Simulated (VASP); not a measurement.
# SnSe2 (P-3m1) in VASP: single point with LDA

Aim: the single point of SnSe2 with LDA.

Everything below comes from runs of VASP 6.6.1. Logs are shortened: lines on timing, memory, paths and dates and some standing lists are left out, and cuts for length are marked.

## Step 1: The cell of the first run

It takes space group P-3m1 (No. 164, trigonal). The conventional cell has a = 3.825 Å, b = 3.825 Å, c = 6.227 Å, α = 90.00°, β = 90.00°, γ = 120.00°. Within 3.6 Å of Sn (site symmetry -3m) lie 6 Se at 2.71 Å. Se (site symmetry 3m) has 3 Sn at 2.71 Å within 3.6 Å.

## Step 2: Single point, LDA

File INCAR:

```
SYSTEM = SnSe2
PREC = Accurate
ENCUT = 500
EDIFF = 1E-6
ISMEAR = 0
SIGMA = 0.01
LREAL = .FALSE.
LASPH = .TRUE.
NELM = 120
ALGO = Normal
ISIF = 2
LWAVE = .FALSE.
LCHARG = .FALSE.
NBANDS = 20
GGA_COMPAT = .FALSE.
```

File KPOINTS:

```
regular mesh
0
G
  6 6 2
  0 0 0
```

File POSCAR:

```
SnSe2
1.0
    3.8251493298      0.0000000000      0.0000000000
   -1.9125746649      3.3126764929      0.0000000000
    0.0000000000      0.0000000000      6.2270790644
Sn Se
1 2
Direct
    0.0000000000      0.0000000000      0.0000000000
    0.3333333333      0.6666666667      0.2530782229
    0.6666666667      0.3333333333      0.7469217771
```

Potentials or basis: VASP PAW LDA potentials, release 64 (Sn_d, Se).

Run with:

```bash
cat potpaw_LDA.64/Sn_d/POTCAR potpaw_LDA.64/Se/POTCAR > POTCAR
mpirun -np 1 vasp_std > vasp.out
```

OUTCAR:

```text
SYSTEM = SnSe2
   PREC = Accurate
   ENCUT = 500
   EDIFF = 1E-6
   ISMEAR = 0
   LREAL = .FALSE.
   LASPH = .TRUE.
   NELM = 120
   ISIF = 2

 ion  position               nearest neighbor table
   1  0.000  0.000  0.000-   2 2.71   3 2.71   3 2.71   2 2.71   3 2.71   2 2.71
   2  0.333  0.667  0.253-   1 2.71   1 2.71   1 2.71
   3  0.667  0.333  0.747-   1 2.71   1 2.71   1 2.71

  LATTYP: Found a hexagonal cell.
 ALAT       =     3.8251493298
 C/A-ratio  =     1.6279309714

  Lattice vectors:

 A1 = (   3.8251493298,   0.0000000000,   0.0000000000)
 A2 = (  -1.9125746649,   3.3126764929,   0.0000000000)
 A3 = (   0.0000000000,   0.0000000000,   6.2270790644)

Analysis of symmetry for initial positions (statically):
=====================================================================
 Subroutine PRICEL returns:
 Original cell was already a primitive cell.

 Routine SETGRP: Setting up the symmetry group for a
 hexagonal supercell.

 Subroutine GETGRP returns: Found 12 space group operations
 (whereof 12 operations were pure point group operations)
 out of a pool of 24 trial point group operations.

The static configuration has the point symmetry D_3d.

Analysis of symmetry for dynamics (positions and initial velocities):
=====================================================================
 Subroutine PRICEL returns:
 Original cell was already a primitive cell.

 Routine SETGRP: Setting up the symmetry group for a
 hexagonal supercell.

 Subroutine GETGRP returns: Found 12 space group operations
 (whereof 12 operations were pure point group operations)
 out of a pool of 24 trial point group operations.

The dynamic configuration has the point symmetry D_3d.

 Subroutine INISYM returns: Found 12 space group operations
 (whereof 12 operations are pure point group operations),
 and found     1 'primitive' translations

----------------------------------------------------------------------------------------

                                     Primitive cell

  volume of cell :      78.9063

  direct lattice vectors                    reciprocal lattice vectors
     3.825149330  0.000000000  0.000000000     0.261427702  0.150935354  0.000000000
    -1.912574665  3.312676493  0.000000000     0.000000000  0.301870709  0.000000000
     0.000000000  0.000000000  6.227079064     0.000000000  0.000000000  0.160588936

  length of vectors
     3.825149330  3.825149330  6.227079064     0.301870709  0.301870709  0.160588936

  position of ions in fractional coordinates (direct lattice)
     0.000000000  0.000000000  0.000000000
     0.333333333  0.666666667  0.253078223
     0.666666667  0.333333333  0.746921777

  ion indices of the primitive-cell ions
   primitive index   ion index
                 1           1
                 2           2
                 3           3

----------------------------------------------------------------------------------------

 KPOINTS: regular mesh

Automatic generation of k-mesh.
 Grid dimensions read from file:
 generate k-points for:    6    6    2

 Generating k-lattice:

  Cartesian coordinates                     Fractional coordinates (reciprocal lattice)
     0.043571284  0.025155892  0.000000000     0.166666667  0.000000000  0.000000000
     0.000000000  0.050311785  0.000000000     0.000000000  0.166666667  0.000000000
     0.000000000  0.000000000  0.080294468     0.000000000  0.000000000  0.500000000

  Length of vectors
     0.050311785  0.050311785  0.080294468

  Shift w.r.t. Gamma in fractional coordinates (k-lattice)
     0.000000000  0.000000000  0.000000000

 Subroutine IBZKPT returns following result:
 ===========================================

 Found     14 irreducible k-points:

 Following reciprocal coordinates:
            Coordinates               Weight
  0.000000  0.000000  0.000000      1.000000
  0.166667  0.000000  0.000000      6.000000
  0.333333  0.000000  0.000000      6.000000
  0.500000 -0.000000  0.000000      3.000000
  0.166667  0.166667  0.000000      6.000000
  0.333333  0.166667  0.000000     12.000000
  0.333333  0.333333  0.000000      2.000000
  0.000000  0.000000  0.500000      1.000000
  0.166667  0.000000  0.500000      6.000000
  0.333333  0.000000  0.500000      6.000000
  0.500000 -0.000000  0.500000      3.000000
  0.166667  0.166667  0.500000      6.000000
  0.333333  0.166667  0.500000     12.000000
  0.333333  0.333333  0.500000      2.000000
   k-points           NKPTS =     14   k-points in BZ     NKDIM =     14   number of bands    NBANDS=     20
   number of dos      NEDOS =    301   number of ions     NIONS =      3
   total plane-waves  NPLWV =  37632
   dimension x,y,z NGX =    28 NGY =   28 NGZ =   48
   dimension x,y,z NGXF=    56 NGYF=   56 NGZF=   96
   ions per type =               1   2
   NGX,Y,Z   is equivalent  to a cutoff of  12.17, 12.17, 12.81 a.u.
   NGXF,Y,Z  is equivalent  to a cutoff of  24.34, 24.34, 25.63 a.u.
 SYSTEM =  SnSe2
   PREC   = accura    normal or accurate (medium, high low for compatibility)
   ISTART =      0    job   : 0-new  1-cont  2-samecut
   ICHARG =      2    charge: 1-file 2-atom 10-const
   ISPIN  =      1    spin polarized calculation?
   LNONCOLLINEAR =      F non collinear calculations
   LSORBIT =      F    spin-orbit coupling
   LASPH  =      T    aspherical Exc in radial PAW
   ENCUT  =  500.0 eV  36.75 Ry    6.06 a.u.   6.97  6.97 11.35*2*pi/ulx,y,z
   NELM   =    120;   NELMIN=  2; NELMDL= -5     # of ELM steps
   EDIFF  = 0.1E-05   stopping-criterion for ELM
   LREAL  =      F    real-space projection
   EDIFFG = 0.1E-04   stopping-criterion for IOM
   NSW    =      0    number of steps for IOM
   IBRION =     -1    ionic relax: 0-MD 1-quasi-New 2-CG
   NFREE  =      0    steps in history (QN), initial steepest desc. (CG)
   ISIF   =      2    stress and relaxation
   ISYM   =      2    0-nonsym 1-usesym 2-fastsym
   POTIM  = 0.5000    time-step for ionic-motion
   TEBEG  =    0.0;   TEEND  =   0.0 temperature during run
   PSTRESS=    0.0 pullay stress
   NELECT =      26.0000    total number of electrons
   NUPDOWN=      -1.0000    fix difference up-down
   EMIN   =  10.00;   EMAX   =-10.00  energy-range for DOS
   EFERMI =   0.00;   METHOD = LEGACY
   ISMEAR =     0;   SIGMA  =   0.01  broadening in eV -4-tet -1-fermi 0-gaus
   EFERMI_NEDOS =   21; number of points for ismear=-14 and -15
   IALGO  =     38    algorithm
   IMIX   =      4    mixing-type and parameters
     AMIX     =   0.40;   BMIX     =  1.00
     AMIX_MAG =   1.60;   BMIX_MAG =  1.00
  volume/ion in A,a.u.               =      26.30       177.50
  Fermi-wavevector in a.u.,A,eV,Ry     =   1.130738  2.136785 17.395982  1.278569
  Thomas-Fermi vector in A             =   2.267435
   LORBIT       =      0    0 simple, 1 ext, 2 COOP (PROOUT), +10 PAW based schemes
   GGA     = CA    functional components
   LHFCALC =     F    Hartree Fock is set to
   AEXX    =    0.0000 exact exchange contribution
   IVDW    =     0    specifies the selected vdW correction
   LEPSILON=     F    determine dielectric tensor
   LRPA    =     F    only Hartree local field effects (RPA)
 non-spin polarized calculation
 Gauss-broadening in eV      SIGMA  =   0.01
  energy-cutoff  :      500.00
  volume of cell :       78.91
 maximum number of plane-waves:      2020
 NGX is ok and might be reduce to    28
   NGX = 13   NGY = 13   NGZ = 23

 number of electron      26.0000000 magnetization

 Free energy of the ion-electron system (eV)
  ---------------------------------------------------
  ext. energy  EPLUGINS =         0.00000000
  ---------------------------------------------------
  free energy    TOTEN  =       -13.76487302 eV

  energy without entropy =      -13.76487302  energy(sigma->0) =      -13.76487302

 E-fermi :   3.8660     XC(G=0):  -9.7010

 val. band max:        3.8191510466   @ k =   0.1667   0.0000   0.0000
 cond. band min:       4.4911791100   @ k =   0.5000  -0.0000   0.5000
 fundamental gap:      0.6720280634
 Fermi energy:         3.8660039688

 k-point     1 :       0.0000    0.0000    0.0000
  band No.  band energies     occupation
      1     -17.2797      2.00000
      2     -17.2797      2.00000
      3     -17.2407      2.00000
      4     -17.2285      2.00000
      5     -17.2285      2.00000
      6      -9.9503      2.00000
[... 12 lines left out ...]
     19      12.8452      0.00000
     20      12.8458      0.00000

 k-point     2 :       0.1667    0.0000    0.0000
  band No.  band energies     occupation
      1     -17.2916      2.00000
      2     -17.2710      2.00000
      3     -17.2365      2.00000
      4     -17.2311      2.00000
      5     -17.2266      2.00000
      6      -9.6836      2.00000
[... 12 lines left out ...]
     19      11.9908      0.00000
     20      13.1080      0.00000

 k-point     3 :       0.3333    0.0000    0.0000
  band No.  band energies     occupation
      1     -17.3188      2.00000
      2     -17.2605      2.00000
      3     -17.2465      2.00000
      4     -17.2156      2.00000
      5     -17.2145      2.00000
      6      -8.9748      2.00000
[... 12 lines left out ...]
     19      12.6897      0.00000
     20      13.4535      0.00000

 k-point     4 :       0.5000   -0.0000    0.0000
  band No.  band energies     occupation
      1     -17.3331      2.00000
      2     -17.2588      2.00000
      3     -17.2512      2.00000
      4     -17.2066      2.00000
      5     -17.2057      2.00000
      6      -8.3654      2.00000
[... 199 lines left out ...]
 k-point    13 :       0.3333    0.1667    0.5000
  band No.  band energies     occupation
      1     -17.3191      2.00000
      2     -17.2705      2.00000
      3     -17.2429      2.00000
      4     -17.2177      2.00000
      5     -17.2059      2.00000
      6      -8.3278      2.00000
[... 12 lines left out ...]
     19      12.0412      0.00000
     20      13.5193      0.00000

 k-point    14 :       0.3333    0.3333    0.5000
  band No.  band energies     occupation
      1     -17.2967      2.00000
      2     -17.2967      2.00000
      3     -17.2269      2.00000
      4     -17.2269      2.00000
      5     -17.2091      2.00000
      6      -7.9250      2.00000
[... 12 lines left out ...]
     19      12.9160      0.00000
     20      12.9230      0.00000

------------------------ aborting loop because EDIFF is reached ----------------------------------------

  FORCE on cell =-STRESS in cart. coord.  units (eV):
  Direction    XX          YY          ZZ          XY          YZ          ZX
  --------------------------------------------------------------------------------------
  -------------------------------------------------------------------------------------
  Total       -0.6918757     -0.6918757     -0.7590363      0.0000000      0.0000000     -0.0000000
  in kB      -14.0483991    -14.0483991    -15.4120834      0.0000000      0.0000000     -0.0000000
  external PRESSURE =     -14.5029605 kB  Pullay stress =       0.0000000 kB

 VOLUME and BASIS-vectors are now :
 -----------------------------------------------------------------------------
  energy-cutoff  :      500.00
  volume of cell :       78.91
      direct lattice vectors                 reciprocal lattice vectors
     3.825149330  0.000000000  0.000000000     0.261427702  0.150935354  0.000000000
    -1.912574665  3.312676493  0.000000000     0.000000000  0.301870709  0.000000000
     0.000000000  0.000000000  6.227079064     0.000000000  0.000000000  0.160588936

 POSITION                                       TOTAL-FORCE (eV/Angst)
 -----------------------------------------------------------------------------------
      0.00000      0.00000      0.00000        -0.000000      0.000000      0.000000
     -0.00000      2.20845      1.57594        -0.000000      0.000000     -0.013322
      1.91257      1.10423      4.65114         0.000000     -0.000000      0.013322
 -----------------------------------------------------------------------------------
    total drift:                                0.000000     -0.000000      0.000000

  FREE ENERGIE OF THE ION-ELECTRON SYSTEM (eV)
  ---------------------------------------------------
  free  energy   TOTEN  =       -13.7648730200 eV

  energy  without entropy=      -13.7648730200  energy(sigma->0) =      -13.76487302
```

It took 23 s on 1 thread of AMD EPYC 7R43 (Zen 3), shared host; peak memory 0.12 GiB.

What came out:

```
Free energy            : -13.7649 eV
Pressure               : -1.5 GPa
Largest force          : 0.013 eV/Å
Band gap on the k mesh : 0.67 eV (least direct gap 0.93 eV)
```

Forces on the atoms (eV/Å):
```
Sn   0.000  0.000  0.000
Se   0.000  0.000 -0.013
Se   0.000  0.000  0.013
```

Stress tensor (GPa, compression positive):
```
-1.40  0.00  0.00
 0.00 -1.40  0.00
 0.00  0.00 -1.54
```

Caveat: the k points lie up to 0.50 Å⁻¹ apart; spin-orbit coupling is left out, which moves the levels of the heavy elements. A k mesh can miss the band edges.
